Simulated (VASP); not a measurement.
# Ge (Pm-3m) in VASP: further runs, part 2 of 2

VASP 6.6.1. Earlier steps stand in the parts before.

## (3) Single point, PBEsol (volume scaled by 0.58)

Contents of INCAR:

```
SYSTEM = Ge
PREC = Accurate
ENCUT = 520
EDIFF = 1E-6
ISMEAR = -1
SIGMA = 0.1
LREAL = .FALSE.
LASPH = .TRUE.
NELM = 80
ALGO = Normal
ISIF = 2
LWAVE = .FALSE.
LCHARG = .FALSE.
GGA = PS
NBANDS = 13
```

Contents of KPOINTS:

```
regular mesh
0
G
  15 15 15
  0 0 0
```

Contents of POSCAR:

```
Ge
1.0
    2.2233292795      0.0000000000      0.0000000000
    0.0000000000      2.2233292795      0.0000000000
    0.0000000000      0.0000000000      2.2233292795
Ge
1
Direct
    0.0000000000      0.0000000000      0.0000000000
```

Potentials or basis: VASP PAW PBE potentials, release 64 (Ge_d).

Launch:

```console
$ cat potpaw_PBE.64/Ge_d/POTCAR > POTCAR
$ mpirun -np 1 vasp_std > vasp.out
```

OUTCAR:

```text
SYSTEM = Ge
   PREC = Accurate
   ENCUT = 520
   EDIFF = 1E-6
   ISMEAR = -1
   LREAL = .FALSE.
   LASPH = .TRUE.
   NELM = 80
   ISIF = 2
   GGA = PS

 ion  position               nearest neighbor table
   1  0.000  0.000  0.000-

  LATTYP: Found a simple cubic cell.
 ALAT       =     2.2233292795

  Lattice vectors:

 A1 = (   2.2233292795,   0.0000000000,   0.0000000000)
 A2 = (   0.0000000000,   2.2233292795,   0.0000000000)
 A3 = (   0.0000000000,   0.0000000000,   2.2233292795)

Analysis of symmetry for initial positions (statically):
=====================================================================
 Subroutine PRICEL returns:
 Original cell was already a primitive cell.

 Routine SETGRP: Setting up the symmetry group for a
 simple cubic supercell.

 Subroutine GETGRP returns: Found 48 space group operations
 (whereof 48 operations were pure point group operations)
 out of a pool of 48 trial point group operations.

The static configuration has the point symmetry O_h .

Analysis of symmetry for dynamics (positions and initial velocities):
=====================================================================
 Subroutine PRICEL returns:
 Original cell was already a primitive cell.

 Routine SETGRP: Setting up the symmetry group for a
 simple cubic supercell.

 Subroutine GETGRP returns: Found 48 space group operations
 (whereof 48 operations were pure point group operations)
 out of a pool of 48 trial point group operations.

The dynamic configuration has the point symmetry O_h .

 Subroutine INISYM returns: Found 48 space group operations
 (whereof 48 operations are pure point group operations),
 and found     1 'primitive' translations

----------------------------------------------------------------------------------------

                                     Primitive cell

[... 108 lines left out ...]
     AMIX_MAG =   1.60;   BMIX_MAG =  1.00
  volume/ion in A,a.u.               =      10.99        74.17
  Fermi-wavevector in a.u.,A,eV,Ry     =   1.774654  3.353610 42.850151  3.149397
  Thomas-Fermi vector in A             =   2.840604
   LORBIT       =      0    0 simple, 1 ext, 2 COOP (PROOUT), +10 PAW based schemes
   GGA     = PS    functional components
   LHFCALC =     F    Hartree Fock is set to
   AEXX    =    0.0000 exact exchange contribution
   IVDW    =     0    specifies the selected vdW correction
   LEPSILON=     F    determine dielectric tensor
   LRPA    =     F    only Hartree local field effects (RPA)
 non-spin polarized calculation
  energy-cutoff  :      520.00
  volume of cell :       10.99
 maximum number of plane-waves:       308
 NGX is ok and might be reduce to    18
   NGX =  9   NGY =  9   NGZ =  9

 number of electron      13.9999999 magnetization

 Free energy of the ion-electron system (eV)
  ---------------------------------------------------
  ext. energy  EPLUGINS =         0.00000000
  ---------------------------------------------------
  free energy    TOTEN  =        -2.49417504 eV

  energy without entropy =       -2.48612034  energy(sigma->0) =       -2.49014769

 E-fermi :  14.2428     XC(G=0): -14.3692

 val. band max:       14.2111630532   @ k =   0.3333   0.3333   0.0000
 cond. band min:      14.2809428799   @ k =   0.2667   0.2667   0.2000
 fundamental gap:      0.0697798267
 Fermi energy:        14.2427573835

 k-point     1 :       0.0000    0.0000    0.0000
  band No.  band energies     occupation
      1     -12.1346      2.00000
      2     -12.1346      2.00000
      3     -10.9528      2.00000
      4     -10.9528      2.00000
      5     -10.9528      2.00000
      6      -5.1068      2.00000
      7      24.1655      0.00000
      8      24.1655      0.00000
      9      24.1655      0.00000
     10      26.9660      0.00000
     11      26.9660      0.00000
     12      33.6415      0.00000
     13      51.0406      0.00000
[... 354 lines left out ...]
  band No.  band energies     occupation
      1     -11.9001      2.00000
      2     -11.3906      2.00000
      3     -11.3865      2.00000
      4     -11.1832      2.00000
      5     -11.0400      2.00000
      6      -0.3280      2.00000
      7      10.3047      2.00000
      8      18.8246      0.00000
      9      28.8125      0.00000
     10      29.1555      0.00000
     11      32.7212      0.00000
     12      40.3130      0.00000
     13      40.8548      0.00000

 [... further k-points ...]
[... 5 lines left out ...]
  --------------------------------------------------------------------------------------
  -------------------------------------------------------------------------------------
  Total       10.3137863     10.3137863     10.3137863     -0.0000000      0.0000000     -0.0000000
  in kB     1503.5481851   1503.5481851   1503.5481851     -0.0000000      0.0000000     -0.0000000
  external PRESSURE =    1503.5481851 kB  Pullay stress =       0.0000000 kB

 VOLUME and BASIS-vectors are now :
 -----------------------------------------------------------------------------
  energy-cutoff  :      520.00
  volume of cell :       10.99
      direct lattice vectors                 reciprocal lattice vectors
     2.223329280  0.000000000  0.000000000     0.449775933  0.000000000  0.000000000
     0.000000000  2.223329280  0.000000000     0.000000000  0.449775933  0.000000000
     0.000000000  0.000000000  2.223329280     0.000000000  0.000000000  0.449775933

 POSITION                                       TOTAL-FORCE (eV/Angst)
 -----------------------------------------------------------------------------------
      0.00000      0.00000      0.00000         0.000000      0.000000      0.000000
 -----------------------------------------------------------------------------------
    total drift:                               -0.000000      0.000000      0.000000

  FREE ENERGIE OF THE ION-ELECTRON SYSTEM (eV)
  ---------------------------------------------------
  free  energy   TOTEN  =        -2.4941750389 eV

  energy  without entropy=       -2.4861203411  energy(sigma->0) =       -2.49014769
```

Run time: 12 s. Hardware: 1 thread of Intel Xeon Platinum 8259CL at 2.50GHz (Skylake/Cascade Lake), shared host; peak memory 0.13 GiB.

What came out:

```
Free energy            : -2.4942 eV
Pressure               : 150.4 GPa
Band gap on the k mesh : zero (band 7 reaches 24.17 eV, above the bottom of band 8 at 11.48 eV)
```

Caveat: the PAW data sets were made with another functional, which shifts forces and pressure a little.
